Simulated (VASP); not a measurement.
# Br (P6/mmm) in VASP: notebook

The runs below take Br through relaxation of cell and atoms, single point, with PBEsol.

Everything below comes from runs of VASP 6.6.1. Logs are shortened: lines on timing, memory, paths and dates and some standing lists are left out, and cuts for length are marked.

## 1. The cell of the first run

The structure is hexagonal, space group P6/mmm (No. 191). The conventional cell has a = 5.244 Å, b = 5.244 Å, c = 3.112 Å, α = 90.00°, β = 90.00°, γ = 120.00°. Br (site symmetry 6/mmm) has 14 Br at 3.11 to 3.40 Å within 4.1 Å. Br (site symmetry -6m2) has 11 Br at 3.03 to 3.40 Å within 4.0 Å.

## 2. Relaxation of cell and atoms, PBEsol

Input file INCAR:

```
SYSTEM = Br
PREC = Accurate ; ENCUT = 600
EDIFF = 1E-6 ; ISMEAR = 0
SIGMA = 0.1 ; LREAL = .FALSE.
LASPH = .TRUE. ; NELM = 100
ALGO = Normal ; ISIF = 3
LWAVE = .FALSE. ; LCHARG = .FALSE.
GGA = PS ; IBRION = 2
NSW = 90 ; EDIFFG = -0.04
```

Input file KPOINTS:

```
Automatic mesh
0
G
  6 6 6
  0 0 0
```

Input file POSCAR:

```
Br
1.0
    5.2440880483      0.0000000000      0.0000000000
   -2.6220440242      4.5415134695      0.0000000000
    0.0000000000      0.0000000000      3.1120436704
Br
3
Direct
    0.0000000000      0.0000000000      0.0000000000
    0.3333333333      0.6666666667      0.5000000000
    0.6666666667      0.3333333333      0.5000000000
```

Potentials or basis: VASP PAW PBE potentials, release 64 (Br).

Run with:

```bash
$ cat potpaw_PBE.64/Br/POTCAR > POTCAR
$ mpirun -np 1 vasp_std > vasp.out
```

OUTCAR:

```text
SYSTEM = Br
   PREC = Accurate
   ENCUT = 600
   EDIFF = 1E-6
   ISMEAR = 0
   LREAL = .FALSE.
   LASPH = .TRUE.
   NELM = 100
   ISIF = 3
   GGA = PS
   IBRION = 2
   NSW = 90
   EDIFFG = -0.04

 ion  position               nearest neighbor table
   1  0.000  0.000  0.000-
   2  0.333  0.667  0.500-
   3  0.667  0.333  0.500-

  LATTYP: Found a hexagonal cell.
 ALAT       =     5.2440880483
 C/A-ratio  =     0.5934384857

  Lattice vectors:

 A1 = (   5.2440880483,   0.0000000000,   0.0000000000)
 A2 = (  -2.6220440242,   4.5415134695,   0.0000000000)
 A3 = (   0.0000000000,   0.0000000000,   3.1120436704)

Analysis of symmetry for initial positions (statically):
=====================================================================
 Subroutine PRICEL returns:
 Original cell was already a primitive cell.

 Routine SETGRP: Setting up the symmetry group for a
 hexagonal supercell.

 Subroutine GETGRP returns: Found 24 space group operations
 (whereof 24 operations were pure point group operations)
 out of a pool of 24 trial point group operations.

The static configuration has the point symmetry D_6h.

Analysis of symmetry for dynamics (positions and initial velocities):
=====================================================================
 Subroutine PRICEL returns:
 Original cell was already a primitive cell.

 Routine SETGRP: Setting up the symmetry group for a
 hexagonal supercell.

 Subroutine GETGRP returns: Found 24 space group operations
 (whereof 24 operations were pure point group operations)
 out of a pool of 24 trial point group operations.

The dynamic configuration has the point symmetry D_6h.

 Subroutine INISYM returns: Found 24 space group operations
 (whereof 24 operations are pure point group operations),
 and found     1 'primitive' translations

----------------------------------------------------------------------------------------

                                     Primitive cell

  volume of cell :      74.1167

  direct lattice vectors                    reciprocal lattice vectors
     5.244088048  0.000000000  0.000000000     0.190690925  0.110095457  0.000000000
    -2.622044024  4.541513469  0.000000000     0.000000000  0.220190914  0.000000000
     0.000000000  0.000000000  3.112043670     0.000000000  0.000000000  0.321332252

  length of vectors
     5.244088048  5.244088048  3.112043670     0.220190914  0.220190914  0.321332252

  position of ions in fractional coordinates (direct lattice)
     0.000000000  0.000000000  0.000000000
     0.333333333  0.666666667  0.500000000
     0.666666667  0.333333333  0.500000000

  ion indices of the primitive-cell ions
   primitive index   ion index
                 1           1
                 2           2
                 3           3

----------------------------------------------------------------------------------------

 KPOINTS: Automatic mesh

Automatic generation of k-mesh.
 Grid dimensions read from file:
 generate k-points for:    6    6    6

 Generating k-lattice:

  Cartesian coordinates                     Fractional coordinates (reciprocal lattice)
     0.031781821  0.018349243  0.000000000     0.166666667 -0.000000000  0.000000000
     0.000000000  0.036698486  0.000000000     0.000000000  0.166666667  0.000000000
     0.000000000  0.000000000  0.053555375     0.000000000  0.000000000  0.166666667

  Length of vectors
     0.036698486  0.036698486  0.053555375

  Shift w.r.t. Gamma in fractional coordinates (k-lattice)
     0.000000000  0.000000000  0.000000000

 Subroutine IBZKPT returns following result:
 ===========================================

 Found     28 irreducible k-points:

 Following reciprocal coordinates:
            Coordinates               Weight
  0.000000  0.000000  0.000000      1.000000
  0.166667  0.000000  0.000000      6.000000
  0.333333  0.000000  0.000000      6.000000
  0.500000  0.000000  0.000000      3.000000
  0.166667  0.166667  0.000000      6.000000
  0.333333  0.166667  0.000000     12.000000
[... 16 lines left out ...]
  0.166667  0.000000  0.500000      6.000000
  0.333333  0.000000  0.500000      6.000000
 [... further k-points ...]
   k-points           NKPTS =     28   k-points in BZ     NKDIM =     28   number of bands    NBANDS=     14
   number of dos      NEDOS =    301   number of ions     NIONS =      3
   total plane-waves  NPLWV =  49392
   dimension x,y,z NGX =    42 NGY =   42 NGZ =   28
   dimension x,y,z NGXF=    84 NGYF=   84 NGZF=   56
   ions per type =               3
   NGX,Y,Z   is equivalent  to a cutoff of  13.31, 13.31, 14.96 a.u.
   NGXF,Y,Z  is equivalent  to a cutoff of  26.63, 26.63, 29.92 a.u.
 SYSTEM =  Br
   PREC   = accura    normal or accurate (medium, high low for compatibility)
   ISTART =      0    job   : 0-new  1-cont  2-samecut
   ICHARG =      2    charge: 1-file 2-atom 10-const
   ISPIN  =      1    spin polarized calculation?
   LNONCOLLINEAR =      F non collinear calculations
   LSORBIT =      F    spin-orbit coupling
   LASPH  =      T    aspherical Exc in radial PAW
   ENCUT  =  600.0 eV  44.10 Ry    6.64 a.u.  10.47 10.47  6.22*2*pi/ulx,y,z
   NELM   =    100;   NELMIN=  2; NELMDL= -5     # of ELM steps
   EDIFF  = 0.1E-05   stopping-criterion for ELM
   LREAL  =      F    real-space projection
   EDIFFG = -.4E-01   stopping-criterion for IOM
   NSW    =     90    number of steps for IOM
   IBRION =      2    ionic relax: 0-MD 1-quasi-New 2-CG
   NFREE  =      1    steps in history (QN), initial steepest desc. (CG)
   ISIF   =      3    stress and relaxation
   ISYM   =      2    0-nonsym 1-usesym 2-fastsym
   POTIM  = 0.5000    time-step for ionic-motion
   TEBEG  =    0.0;   TEEND  =   0.0 temperature during run
   PSTRESS=    0.0 pullay stress
   NELECT =      21.0000    total number of electrons
   NUPDOWN=      -1.0000    fix difference up-down
   EMIN   =  10.00;   EMAX   =-10.00  energy-range for DOS
   EFERMI =   0.00;   METHOD = LEGACY
   ISMEAR =     0;   SIGMA  =   0.10  broadening in eV -4-tet -1-fermi 0-gaus
   EFERMI_NEDOS =   21; number of points for ismear=-14 and -15
   IALGO  =     38    algorithm
   IMIX   =      4    mixing-type and parameters
     AMIX     =   0.40;   BMIX     =  1.00
     AMIX_MAG =   1.60;   BMIX_MAG =  1.00
  volume/ion in A,a.u.               =      24.71       166.72
  Fermi-wavevector in a.u.,A,eV,Ry     =   1.075249  2.031927 15.730527  1.156161
  Thomas-Fermi vector in A             =   2.211100
   LORBIT       =      0    0 simple, 1 ext, 2 COOP (PROOUT), +10 PAW based schemes
   GGA     = PS    functional components
   LHFCALC =     F    Hartree Fock is set to
   AEXX    =    0.0000 exact exchange contribution
   IVDW    =     0    specifies the selected vdW correction
   LEPSILON=     F    determine dielectric tensor
   LRPA    =     F    only Hartree local field effects (RPA)
 conjugate gradient relaxation of ions
 non-spin polarized calculation
 Gauss-broadening in eV      SIGMA  =   0.10
  energy-cutoff  :      600.00
  volume of cell :       74.12
 maximum number of plane-waves:      2496
 NGX is ok and might be reduce to    42
   NGX = 21   NGY = 21   NGZ = 13

--------------------------------------- Ionic step        1  -------------------------------------------

 number of electron      21.0000001 magnetization

 Free energy of the ion-electron system (eV)
  ---------------------------------------------------
  ext. energy  EPLUGINS =         0.00000000
  ---------------------------------------------------
  free energy    TOTEN  =        -3.93889883 eV

  energy without entropy =       -3.91579981  energy(sigma->0) =       -3.92734932

------------------------ aborting loop because EDIFF is reached ----------------------------------------

  FORCE on cell =-STRESS in cart. coord.  units (eV):
  Direction    XX          YY          ZZ          XY          YZ          ZX
  --------------------------------------------------------------------------------------
  -------------------------------------------------------------------------------------
  Total        0.2013357      0.2013357     -0.9803922     -0.0000000      0.0000000      0.0000000
  in kB        4.3522626      4.3522626    -21.1930839     -0.0000000      0.0000000      0.0000000
  external PRESSURE =      -4.1628529 kB  Pullay stress =       0.0000000 kB
[... 914 lines left out ...]
  band No.  band energies     occupation
      1     -13.4180      2.00000
      2     -13.3482      2.00000
      3     -13.3410      2.00000
      4      -6.7930      2.00000
      5      -6.7122      2.00000
      6      -6.6907      2.00000
      7      -1.2782      2.00000
      8      -1.1350      2.00000
      9      -0.9282      2.00000
     10      -0.9069      2.00000
     11      -0.7321      1.99986
     12      -0.5940      1.93561
     13       6.8323      0.00000
     14       6.9208      0.00000

 [... further k-points ...]

[... ionic steps 4 to 23 ...]

--------------------------------------- Ionic step       24  -------------------------------------------

 number of electron      21.0000001 magnetization

------------------------ aborting loop because EDIFF is reached ----------------------------------------

  FORCE on cell =-STRESS in cart. coord.  units (eV):
  Direction    XX          YY          ZZ          XY          YZ          ZX
  --------------------------------------------------------------------------------------
  -------------------------------------------------------------------------------------
  Total        0.2202324      0.2202324      0.6605793     -0.0000000      0.0000000     -0.0000000
  in kB        3.5766267      3.5766267     10.7279684     -0.0000000      0.0000000     -0.0000000
  external PRESSURE =       5.9604072 kB  Pullay stress =       0.0000000 kB
[... 59 lines left out ...]
  energy  without entropy=       -4.9907433715  energy(sigma->0) =       -4.99074667

--------------------------------------- Ionic step       26  -------------------------------------------

 number of electron      20.9999981 magnetization

 Free energy of the ion-electron system (eV)
  ---------------------------------------------------
  ext. energy  EPLUGINS =         0.00000000
  ---------------------------------------------------
  free energy    TOTEN  =        -4.99558062 eV

  energy without entropy =       -4.99557717  energy(sigma->0) =       -4.99557890

 E-fermi :   0.1456     XC(G=0):  -7.8976

 val. band max:       -0.1183037221   @ k =   0.3333   0.3333   0.5000
 cond. band min:       0.4173466574   @ k =   0.0000   0.0000   0.1667
 fundamental gap:      0.5356503795
 Fermi energy:         0.1455861858

 k-point     1 :       0.0000    0.0000    0.0000
  band No.  band energies     occupation
      1     -16.5529      2.00000
      2     -16.3526      2.00000
      3     -16.3421      2.00000
      4      -3.7738      2.00000
      5      -3.7738      2.00000
      6      -3.7727      2.00000
      7      -3.7727      2.00000
      8      -2.5729      2.00000
      9      -2.5729      2.00000
     10       4.2626      0.00000
     11       4.3567      0.00000
     12       4.3575      0.00000
[... 423 lines left out ...]
  FREE ENERGIE OF THE ION-ELECTRON SYSTEM (eV)
  ---------------------------------------------------
  free  energy   TOTEN  =        -4.9955806198 eV

  energy  without entropy=       -4.9955771720  energy(sigma->0) =       -4.99557890

 reached required accuracy - stopping structural energy minimisation
```

Wall time 4.7 min (1 thread of AMD EPYC 9R45 (Zen 5), shared host); peak memory 0.2 GiB.

Results:

```yaml
Free_energy: -4.9956 eV
Relaxed_volume: 34.53 Å³/atom
Relaxed_cell: a = 6.941 Å, b = 6.941 Å, c = 2.483 Å, α = 90.00°, β = 90.00°, γ = 120.00°
Space_group_after_relaxing_to_0.1_Å: P6/mmm (No. 191)
Energy_gained_by_relaxing: 352.2 meV/atom
Ionic_steps: 26
Pressure_after_relaxing: 0.1 GPa
Band_gap_on_the_k_mesh: zero (an odd number of electrons rules out a gap without spin polarisation)
```

Stress tensor (GPa, compression positive):
```
 0.12  0.00  0.00
 0.00  0.12  0.00
 0.00  0.00 -0.06
```

The path:
```
step  energy change (eV)  largest force (eV/Å)  pressure (GPa)  volume (Å³)
   1              0.0000                0.0000           -0.42        74.12
   2             -0.0194                0.0000           -0.02        73.42
   3             -0.1147                0.0000            1.58        71.25
   4             -0.1390                0.0000            7.61        66.54
   5             -0.1405                0.0000            7.68        66.51
   6             -0.1453                0.0000            7.87        66.44
   7             -0.1557                0.0000            8.28        66.28
   8             -0.1745                0.0000            9.25        65.95
   9             -0.1775                0.0000           11.84        65.24
  10             -0.1842                0.0000           10.64        65.54
  11             -0.2040                0.0000           10.65        65.74
  12             -0.2581                0.0000           10.80        66.32
  13             -0.3337                0.0000           11.57        67.43
  14             -0.2436                0.0000           15.32        69.50
  15             -0.3451                0.0000           12.30        68.04
  16             -0.4443                0.0000           10.74        69.57
  17             -0.6799                0.0000            6.87        74.30
  18             -0.9336                0.0000            1.72        84.34
  19             -0.9267                0.0000           -2.65       106.90
  20             -0.9867                0.0000           -1.42        96.89
  21             -0.9907                0.0000           -0.95        94.23
  22             -1.0247                0.0000           -0.49        95.83
  23             -1.0488                0.0000            0.46        98.35
  24             -1.0490                0.0000            0.60        98.65
  25             -1.0519                0.0000            0.45        99.87
  26             -1.0567                0.0000            0.06       103.59
```

Final structure:
```xyz
3
Lattice="6.9405 0.0000 0.0000 -3.4703 6.0107 0.0000 0.0000 0.0000 2.4831" Properties=species:S:1:pos:R:3 pbc="T T T"
Br    0.0000    0.0000    0.0000
Br    0.0000    4.0071    1.2415
Br    3.4703    2.0036    1.2415
```

Levels at points of the mesh, in eV from the Fermi level:
```csv
k point,band 7,band 8,band 9,band 10,band 11,band 12,band 13,band 14
"(0.00, 0.00, 0.00)",-3.92,-2.72,-2.72,4.12,4.21,4.21,4.22,8.36
"(0.50, 0.00, 0.00)",-3.09,-3.07,-3.05,4.17,4.18,4.21,5.79,6.38
"(0.00, 0.00, 0.50)",-0.91,-0.91,-0.67,-0.67,-0.38,-0.38,6.84,6.84
"(0.50, 0.00, 0.50)",-0.98,-0.78,-0.67,-0.65,-0.49,-0.30,6.94,6.96
```

Caveat: the volume moved by over 15 % at a fixed basis, so the end points are rough; the PAW data sets were made with another functional, which shifts forces and pressure a little; an odd number of electrons without spin polarisation forces a metal; a magnetic or distorted state may lie lower.

## 3. Single point, PBEsol

This run uses another cell than the first one, of 31.08 Å³/atom.

Input file INCAR:

```
SYSTEM = Br
ALGO = Normal ; EDIFF = 1E-7
ENCUT = 520 ; GGA = PS
ISIF = 2 ; ISMEAR = 0
LASPH = .True. ; LCHARG = .True.
LELF = .True. ; LREAL = .False.
LVHAR = .True. ; LWAVE = .False.
NBANDS = 18 ; NELM = 100
PREC = Accurate ; SIGMA = 0.1
```

Input file KPOINTS:

```
k-points
0
Gamma
  9 9 18
  0 0 0
```

Input file POSCAR:

```
Br
1.0
    6.5113003822      0.0000000000      0.0000000000
   -3.2556501911      5.6389515426      0.0000000000
    0.0000000000      0.0000000000      2.5397646976
Br
3
Direct
    0.0000000000      0.0000000000      0.0000000000
    0.3333333333      0.6666666667      0.5000000000
    0.6666666667      0.3333333333      0.5000000000
```

Potentials or basis: VASP PAW PBE potentials, release 64 (Br).

Run with:

```bash
$ cat potpaw_PBE.64/Br/POTCAR > POTCAR
$ mpirun -np 1 vasp_std > vasp.out
```

Wall time 1.8 min (1 thread of AMD EPYC 9R45 (Zen 5), shared host); peak memory 0.26 GiB.

It converged, with:

```yaml
Free_energy: -5.2279 eV
Pressure: 0.0 GPa
Band_gap_on_the_k_mesh: zero (an odd number of electrons rules out a gap without spin polarisation)
```

Stress tensor (GPa, compression positive):
```
-0.02  0.00  0.00
 0.00 -0.02  0.00
 0.00  0.00  0.09
```

Levels at points of the mesh, in eV from the Fermi level:
```tsv
k point	band 8	band 9	band 10	band 11	band 12	band 13
(0.00, 0.00, 0.00)	-1.56	-1.56	4.22	4.38	4.63	5.22
(0.00, 0.00, 0.50)	-0.70	-0.06	-0.06	0.11	0.11	7.19
```

Caveat: the PAW data sets were made with another functional, which shifts forces and pressure a little; an odd number of electrons without spin polarisation forces a metal; a magnetic or distorted state may lie lower.

## 4. Single point, PBEsol

This run uses another cell than the first one, of 31.08 Å³/atom.

Input file INCAR:

```
  PREC = Accurate
  ENCUT = 520
  EDIFF = 1E-6
  ISMEAR = 0
  SIGMA = 0.1
  LREAL = False
  LASPH = True
  NELM = 80
  ALGO = Normal
  ISIF = 2
  LWAVE = False
  LCHARG = True
  GGA = PS
  LELF = True
  LVHAR = True
  NBANDS = 18
```

Input file KPOINTS:

```
Automatic mesh
0
Gamma
  9 9 18
```

POSCAR is that of step 3.

Run with:

```bash
$ cat potpaw_PBE.64/Br/POTCAR > POTCAR
$ mpirun -np 1 vasp_std > vasp.out
```

Run time: 1.8 min. Hardware: 1 thread of AMD EPYC 9R45 (Zen 5), shared host; peak memory 0.26 GiB.

Results (log left out):

```
Free energy            : -5.2279 eV
Pressure               : 0.0 GPa
Band gap on the k mesh : zero (an odd number of electrons rules out a gap without spin polarisation)
```

Stress tensor (GPa, compression positive):
```
-0.02  0.00  0.00
 0.00 -0.02  0.00
 0.00  0.00  0.09
```

Levels at points of the mesh, in eV from the Fermi level:
```tsv
k point	band 8	band 9	band 10	band 11	band 12	band 13
(0.00, 0.00, 0.00)	-1.56	-1.56	4.22	4.38	4.63	5.22
(0.00, 0.00, 0.50)	-0.70	-0.06	-0.06	0.11	0.11	7.19
```

Caveat: the PAW data sets were made with another functional, which shifts forces and pressure a little; an odd number of electrons without spin polarisation forces a metal; a magnetic or distorted state may lie lower.
